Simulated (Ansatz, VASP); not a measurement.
## Two plane-wave programs on C

```
CELL_PARAMETERS angstrom
1.78337 1.78337 0.00000
-1.78337 1.78337 0.00000
0.00000 1.78337 1.78337
ATOMIC_POSITIONS crystal
C 0.50000 0.50000 0.00000
C 0.75000 0.25000 0.50000
```

Alike in both runs: task relaxation of cell and atoms; functional r2SCAN; k mesh 16 × 16 × 16; occupations fermi-dirac, width 0.1 eV; no spin polarisation.

```csv
,VASP,Ansatz
version,VASP 6.6.1,Ansatz 0.2.0
potentials or method,"VASP PAW PBE potentials, release 64 (C)","PAW with Ansatz's default frozen-core files, scalar-relativistic"
plane-wave cutoff (eV),600,500
valence electrons in the cell,8,8
```

Ansatz gave:

| Property | Result |
| --- | --- |
| relaxed volume (Å³/atom) | 5.64 |
| relaxed cell length with the largest relative difference (Å) | 2.518 |

What did VASP give for the same quantities?

Relaxed volume (Å³/atom): 5.65; relaxed cell length with the largest relative difference (Å): 2.518.

VASP's potentials were made for PBE, not for r2SCAN.
